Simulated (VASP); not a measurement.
# Pt (Fm-3m) in VASP: further runs

The runs below take Pt through single point, with LDA.

Program: VASP 6.6.1. These are calculated values, not measurements. Logs are shortened: lines on timing, memory, paths and dates and some standing lists are left out, and cuts for length are marked.

**1. The cell of the first run**

The structure is cubic, space group Fm-3m (No. 225). The conventional cell has a = 3.895 Å, b = 3.895 Å, c = 3.895 Å, α = 90.00°, β = 90.00°, γ = 90.00°. Pt (site symmetry m-3m) has 12 Pt at 2.75 Å within 3.6 Å.

**2. Single point, LDA**

The input, INCAR:

```
SYSTEM = Pt
PREC     = Accurate       ! precision mode
ENCUT    = 520            ! plane-wave cutoff, eV
EDIFF    = 1E-6           ! SCF threshold, eV
ISMEAR   = 1              ! smearing method
SIGMA    = 0.2            ! smearing width, eV
LREAL    = .False.        ! projectors in reciprocal space
LASPH    = .True.         ! aspherical terms in the spheres
NELM     = 80             ! most SCF steps
ALGO     = Normal         ! electronic algorithm
ISIF     = 2              ! what is computed and relaxed
LWAVE    = .False.        ! write WAVECAR
LCHARG   = .False.        ! write CHGCAR
NBANDS   = 11             ! bands
```

The input, KPOINTS:

```
regular mesh
0
Gamma
  14 14 14
  0 0 0
```

The input, POSCAR:

```
Pt
1.0
    0.0000000000      1.9474302061      1.9474302061
    1.9474302061      0.0000000000      1.9474302061
    1.9474302061      1.9474302061      0.0000000000
Pt
1
Direct
    0.0000000000      0.0000000000      0.0000000000
```

Potentials or basis: VASP PAW LDA potentials, release 64 (Pt).

Command:

```console
$ cat potpaw_LDA.64/Pt/POTCAR > POTCAR
$ mpirun -np 1 vasp_std > vasp.out
```

OUTCAR:

```text
SYSTEM = Pt
   PREC = Accurate
   ENCUT = 520
   EDIFF = 1E-6
   ISMEAR = 1
   LREAL = .False.
   LASPH = .True.
   NELM = 80
   ISIF = 2

 ion  position               nearest neighbor table
   1  0.000  0.000  0.000-

  LATTYP: Found a face centered cubic cell.
 ALAT       =     3.8948604122

  Lattice vectors:

 A1 = (   0.0000000000,   1.9474302061,   1.9474302061)
 A2 = (   1.9474302061,   0.0000000000,   1.9474302061)
 A3 = (   1.9474302061,   1.9474302061,   0.0000000000)

Analysis of symmetry for initial positions (statically):
=====================================================================
 Subroutine PRICEL returns:
 Original cell was already a primitive cell.

 Routine SETGRP: Setting up the symmetry group for a
 face centered cubic supercell.

 Subroutine GETGRP returns: Found 48 space group operations
 (whereof 48 operations were pure point group operations)
 out of a pool of 48 trial point group operations.

The static configuration has the point symmetry O_h .

Analysis of symmetry for dynamics (positions and initial velocities):
=====================================================================
 Subroutine PRICEL returns:
 Original cell was already a primitive cell.

 Routine SETGRP: Setting up the symmetry group for a
 face centered cubic supercell.

 Subroutine GETGRP returns: Found 48 space group operations
 (whereof 48 operations were pure point group operations)
 out of a pool of 48 trial point group operations.

The dynamic configuration has the point symmetry O_h .

 Subroutine INISYM returns: Found 48 space group operations
 (whereof 48 operations are pure point group operations),
 and found     1 'primitive' translations

----------------------------------------------------------------------------------------

                                     Primitive cell

  volume of cell :      14.7712

  direct lattice vectors                    reciprocal lattice vectors
     0.000000000  1.947430206  1.947430206    -0.256748611  0.256748611  0.256748611
     1.947430206  0.000000000  1.947430206     0.256748611 -0.256748611  0.256748611
     1.947430206  1.947430206  0.000000000     0.256748611  0.256748611 -0.256748611

  length of vectors
     2.754082209  2.754082209  2.754082209     0.444701639  0.444701639  0.444701639

  position of ions in fractional coordinates (direct lattice)
     0.000000000  0.000000000  0.000000000

  ion indices of the primitive-cell ions
   primitive index   ion index
                 1           1

----------------------------------------------------------------------------------------

 KPOINTS: regular mesh

Automatic generation of k-mesh.
 Grid dimensions read from file:
 generate k-points for:   14   14   14

 Generating k-lattice:

  Cartesian coordinates                     Fractional coordinates (reciprocal lattice)
    -0.018339186  0.018339186  0.018339186     0.071428571  0.000000000  0.000000000
     0.018339186 -0.018339186  0.018339186     0.000000000  0.071428571  0.000000000
     0.018339186  0.018339186 -0.018339186     0.000000000  0.000000000  0.071428571

  Length of vectors
     0.031764403  0.031764403  0.031764403

  Shift w.r.t. Gamma in fractional coordinates (k-lattice)
     0.000000000  0.000000000  0.000000000

 Subroutine IBZKPT returns following result:
 ===========================================

 Found    104 irreducible k-points:

 Following reciprocal coordinates:
            Coordinates               Weight
  0.000000  0.000000  0.000000      1.000000
  0.071429  0.000000  0.000000      8.000000
  0.142857  0.000000  0.000000      8.000000
  0.214286  0.000000  0.000000      8.000000
  0.285714  0.000000  0.000000      8.000000
  0.357143  0.000000  0.000000      8.000000
[... 16 lines left out ...]
  0.214286  0.142857  0.000000     24.000000
  0.285714  0.142857  0.000000     24.000000
 [... further k-points ...]
   k-points           NKPTS =    104   k-points in BZ     NKDIM =    104   number of bands    NBANDS=     11
   number of dos      NEDOS =    301   number of ions     NIONS =      1
   total plane-waves  NPLWV =   8000
   dimension x,y,z NGX =    20 NGY =   20 NGZ =   20
   dimension x,y,z NGXF=    40 NGYF=   40 NGZF=   40
   ions per type =               1
   NGX,Y,Z   is equivalent  to a cutoff of  12.07, 12.07, 12.07 a.u.
   NGXF,Y,Z  is equivalent  to a cutoff of  24.15, 24.15, 24.15 a.u.
 SYSTEM =  Pt
   PREC   = accura    normal or accurate (medium, high low for compatibility)
   ISTART =      0    job   : 0-new  1-cont  2-samecut
   ICHARG =      2    charge: 1-file 2-atom 10-const
   ISPIN  =      1    spin polarized calculation?
   LNONCOLLINEAR =      F non collinear calculations
   LSORBIT =      F    spin-orbit coupling
   LASPH  =      T    aspherical Exc in radial PAW
   ENCUT  =  520.0 eV  38.22 Ry    6.18 a.u.   5.12  5.12  5.12*2*pi/ulx,y,z
   NELM   =     80;   NELMIN=  2; NELMDL= -5     # of ELM steps
   EDIFF  = 0.1E-05   stopping-criterion for ELM
   LREAL  =      F    real-space projection
   EDIFFG = 0.1E-04   stopping-criterion for IOM
   NSW    =      0    number of steps for IOM
   IBRION =     -1    ionic relax: 0-MD 1-quasi-New 2-CG
   NFREE  =      0    steps in history (QN), initial steepest desc. (CG)
   ISIF   =      2    stress and relaxation
   ISYM   =      2    0-nonsym 1-usesym 2-fastsym
   POTIM  = 0.5000    time-step for ionic-motion
   TEBEG  =    0.0;   TEEND  =   0.0 temperature during run
   PSTRESS=    0.0 pullay stress
   NELECT =      10.0000    total number of electrons
   NUPDOWN=      -1.0000    fix difference up-down
   EMIN   =  10.00;   EMAX   =-10.00  energy-range for DOS
   EFERMI =   0.00;   METHOD = LEGACY
   ISMEAR =     1;   SIGMA  =   0.20  broadening in eV -4-tet -1-fermi 0-gaus
   EFERMI_NEDOS =   21; number of points for ismear=-14 and -15
   IALGO  =     38    algorithm
   IMIX   =      4    mixing-type and parameters
     AMIX     =   0.40;   BMIX     =  1.00
     AMIX_MAG =   1.60;   BMIX_MAG =  1.00
  volume/ion in A,a.u.               =      14.77        99.68
  Fermi-wavevector in a.u.,A,eV,Ry     =   1.437484  2.716450 28.114526  2.066359
  Thomas-Fermi vector in A             =   2.556556
   LORBIT       =      0    0 simple, 1 ext, 2 COOP (PROOUT), +10 PAW based schemes
   GGA     = CA    functional components
   LHFCALC =     F    Hartree Fock is set to
   AEXX    =    0.0000 exact exchange contribution
   IVDW    =     0    specifies the selected vdW correction
   LEPSILON=     F    determine dielectric tensor
   LRPA    =     F    only Hartree local field effects (RPA)
 non-spin polarized calculation
 Methfessel and Paxton  Order N= 1 SIGMA  =   0.20
  energy-cutoff  :      520.00
  volume of cell :       14.77
 maximum number of plane-waves:       411
   NGX = 11   NGY = 11   NGZ = 11

 number of electron      10.0000000 magnetization

 Free energy of the ion-electron system (eV)
  ---------------------------------------------------
  ext. energy  EPLUGINS =         0.00000000
  ---------------------------------------------------
  free energy    TOTEN  =        -7.51287455 eV

  energy without entropy =       -7.51226588  energy(sigma->0) =       -7.51267166

 E-fermi :  11.5327     XC(G=0): -13.8080

 val. band max:       11.5219133816   @ k =   0.5000   0.3571   0.0714
 cond. band min:      11.5570750247   @ k =   0.4286   0.1429   0.0000
 fundamental gap:      0.0351616431
 Fermi energy:        11.5326544859

 k-point     1 :       0.0000    0.0000    0.0000
  band No.  band energies     occupation
      1       1.0674      2.00000
      2       7.5976      2.00000
      3       7.5976      2.00000
      4       7.5976      2.00000
      5       9.8697      2.00000
      6       9.8697      2.00000
      7      26.1060      0.00000
      8      31.1494      0.00000
      9      31.1494      0.00000
     10      31.1494      0.00000
     11      36.6790      0.00000

 k-point     2 :       0.0714    0.0000    0.0000
  band No.  band energies     occupation
      1       1.2768      2.00000
      2       7.5034      2.00000
      3       7.6812      2.00000
      4       7.6812      2.00000
      5       9.8224      2.00000
      6       9.8224      2.00000
      7      26.4374      0.00000
      8      30.1342      0.00000
      9      31.4779      0.00000
     10      31.4779      0.00000
     11      37.8001      0.00000

 k-point     3 :       0.1429    0.0000    0.0000
  band No.  band energies     occupation
      1       1.8708      2.00000
      2       7.2898      2.00000
      3       7.8766      2.00000
      4       7.8766      2.00000
      5       9.7512      2.00000
      6       9.7512      2.00000
      7      27.2753      0.00000
      8      28.2113      0.00000
      9      32.4148      0.00000
     10      32.4148      0.00000
     11      37.5505      0.00000

 k-point     4 :       0.2143    0.0000    0.0000
  band No.  band energies     occupation
      1       2.7174      2.00000
      2       7.1626      2.00000
      3       8.0058      2.00000
      4       8.0058      2.00000
      5       9.8611      2.00000
      6       9.8611      2.00000
      7      26.0914      0.00000
      8      27.9967      0.00000
      9      33.7784      0.00000
     10      33.7784      0.00000
     11      35.4840      0.00000
[... 239 lines left out ...]
 k-point    22 :       0.1429    0.1429    0.0000
  band No.  band energies     occupation
      1       2.1469      2.00000
      2       6.9186      2.00000
      3       8.1787      2.00000
      4       8.1787      2.00000
      5       9.1192      2.00000
      6      10.1603      2.00000
      7      27.8050      0.00000
      8      29.5631      0.00000
      9      31.0966      0.00000
     10      31.0966      0.00000
     11      39.0792      0.00000

 k-point    23 :       0.2143    0.1429    0.0000
  band No.  band energies     occupation
      1       2.8083      2.00000
      2       6.6350      2.00000
      3       8.3069      2.00000
      4       8.4511      2.00000
      5       9.0580      2.00000
      6      10.3280      2.00000
      7      28.1613      0.00000
      8      28.7004      0.00000
      9      30.9205      0.00000
     10      31.6052      0.00000
     11      36.5800      0.00000

 k-point    24 :       0.2857    0.1429    0.0000
  band No.  band energies     occupation
      1       3.6460      2.00000
      2       6.4939      2.00000
      3       7.9658      2.00000
      4       8.5628      2.00000
      5       9.7352      2.00000
      6      10.6643      2.00000
      7      25.9135      0.00000
      8      28.9575      0.00000
      9      30.6304      0.00000
     10      31.9391      0.00000
     11      36.0755      0.00000

 [... further k-points ...]
[... 5 lines left out ...]
  --------------------------------------------------------------------------------------
  -------------------------------------------------------------------------------------
  Total        0.0287356      0.0287356      0.0287356     -0.0000000      0.0000000      0.0000000
  in kB        3.1168444      3.1168444      3.1168444     -0.0000000      0.0000000      0.0000000
  external PRESSURE =       3.1168444 kB  Pullay stress =       0.0000000 kB

 VOLUME and BASIS-vectors are now :
 -----------------------------------------------------------------------------
  energy-cutoff  :      520.00
  volume of cell :       14.77
      direct lattice vectors                 reciprocal lattice vectors
     0.000000000  1.947430206  1.947430206    -0.256748611  0.256748611  0.256748611
     1.947430206  0.000000000  1.947430206     0.256748611 -0.256748611  0.256748611
     1.947430206  1.947430206  0.000000000     0.256748611  0.256748611 -0.256748611

 POSITION                                       TOTAL-FORCE (eV/Angst)
 -----------------------------------------------------------------------------------
      0.00000      0.00000      0.00000         0.000000      0.000000      0.000000
 -----------------------------------------------------------------------------------
    total drift:                                0.000000      0.000000      0.000000

  FREE ENERGIE OF THE ION-ELECTRON SYSTEM (eV)
  ---------------------------------------------------
  free  energy   TOTEN  =        -7.5128745493 eV

  energy  without entropy=       -7.5122658815  energy(sigma->0) =       -7.51267166
```

Wall time 5.3 s (1 thread of Intel Xeon 6975P-C (Granite Rapids), shared host); peak memory 0.13 GiB.

Results:

- Free energy: -7.5129 eV
- Pressure: 0.3 GPa
- Band gap on the k mesh: zero (band 5 reaches 12.06 eV, above the bottom of band 6 at 9.75 eV)

Caveat: spin-orbit coupling is left out, which moves the levels of the heavy elements.

**3. Single point, LDA**

The input, INCAR:

```
PREC = Accurate
ENCUT = 520
EDIFF = 1E-7
ISMEAR = 1
SIGMA = 0.3
LREAL = F
LASPH = T
NELM = 60
ALGO = Normal
ISIF = 2
LWAVE = F
LCHARG = F
GGA = CA
NBANDS = 11
```

The input, KPOINTS:

```
regular mesh
0
Gamma
  14 14 14
```

POSCAR is that of step 2.

Potentials or basis: VASP PAW LDA potentials, release 64 (Pt).

Command:

```console
$ cat potpaw_LDA.64/Pt/POTCAR > POTCAR
$ mpirun -np 1 vasp_std > vasp.out
```

It took 5.6 s on 1 thread of Intel Xeon 6975P-C (Granite Rapids), shared host; peak memory 0.13 GiB.

The run converged. Its results:

- Free energy: -7.5143 eV
- Pressure: 0.4 GPa
- Band gap on the k mesh: zero (band 5 reaches 12.06 eV, above the bottom of band 6 at 9.75 eV)

Levels at points of the mesh, in eV from the Fermi level:
```csv
k point,band 2,band 3,band 4,band 5,band 6,band 7,band 8,band 9
"(0.00, 0.00, 0.00)",-3.94,-3.94,-3.94,-1.67,-1.67,14.57,19.61,19.61
"(0.50, 0.00, 0.00)",-3.99,-3.99,-0.56,0.06,0.06,6.00,14.14,19.04
"(0.50, 0.50, 0.00)",-6.87,0.04,0.52,0.52,1.73,9.11,11.41,11.41
```

Caveat: spin-orbit coupling is left out, which moves the levels of the heavy elements.

**4. Single point, LDA**

The input, INCAR:

```
  ALGO = Normal
  EDIFF = 1E-6
  ENCUT = 520
  ISIF = 2
  ISMEAR = 1
  LASPH = T
  LCHARG = F
  LREAL = F
  LWAVE = F
  NBANDS = 11
  NELM = 100
  PREC = Accurate
  SIGMA = 0.6
```

The input, KPOINTS:

```
k-points
0
Gamma
  14 14 14
```

POSCAR is that of step 3.

Command:

```console
$ cat potpaw_LDA.64/Pt/POTCAR > POTCAR
$ mpirun -np 1 vasp_std > vasp.out
```

Wall time 5.3 s (1 thread of Intel Xeon 6975P-C (Granite Rapids), shared host); peak memory 0.13 GiB.

The run converged. Its results:

```
Free energy            : -7.5275 eV
Pressure               : 0.7 GPa
Band gap on the k mesh : zero (band 5 reaches 12.07 eV, above the bottom of band 6 at 9.75 eV)
```

Levels at points of the mesh, in eV from the Fermi level:
| k point | band 2 | band 3 | band 4 | band 5 | band 6 | band 7 | band 8 | band 9 |
| --- | --- | --- | --- | --- | --- | --- | --- | --- |
| (0.00, 0.00, 0.00) | -3.96 | -3.96 | -3.96 | -1.69 | -1.69 | 14.54 | 19.58 | 19.58 |
| (0.50, 0.00, 0.00) | -4.02 | -4.02 | -0.58 | 0.04 | 0.04 | 5.98 | 14.12 | 19.02 |
| (0.50, 0.50, 0.00) | -6.89 | 0.02 | 0.50 | 0.50 | 1.71 | 9.08 | 11.39 | 11.39 |

Caveat: spin-orbit coupling is left out, which moves the levels of the heavy elements.

**5. Single point, LDA**

The input, INCAR:

```
PREC = Accurate
ENCUT = 520
EDIFF = 1E-7
ISMEAR = 1
SIGMA = 1.0
LREAL = False
LASPH = True
NELM = 100
ALGO = Normal
ISIF = 2
LWAVE = False
LCHARG = False
GGA = CA
NBANDS = 11
```

The input, KPOINTS:

```
regular mesh
0
Gamma
  14 14 14
```

POSCAR is that of step 4.

Command:

```console
$ cat potpaw_LDA.64/Pt/POTCAR > POTCAR
$ mpirun -np 1 vasp_std > vasp.out
```

It took 5.4 s on 1 thread of Intel Xeon 6975P-C (Granite Rapids), shared host; peak memory 0.13 GiB.

The run converged. Its results:

```yaml
Free_energy: -7.5556 eV
Pressure: 1.1 GPa
Band_gap_on_the_k_mesh: zero (band 5 reaches 12.07 eV, above the bottom of band 6 at 9.75 eV)
```

Levels at points of the mesh, in eV from the Fermi level:
```tsv
k point	band 1	band 2	band 3	band 4	band 5	band 6	band 7	band 8	band 9	band 10
(0.00, 0.00, 0.00)	-10.52	-3.99	-3.99	-3.99	-1.72	-1.72	14.52	19.56	19.56	19.56
(0.50, 0.00, 0.00)	-7.62	-4.05	-4.05	-0.61	0.01	0.01	5.95	14.09	18.99	18.99
(0.50, 0.50, 0.00)	-7.37	-6.91	-0.01	0.48	0.48	1.68	9.05	11.36	11.36	20.42
```

Caveat: spin-orbit coupling is left out, which moves the levels of the heavy elements.

(Continued in part 2 of 2.)
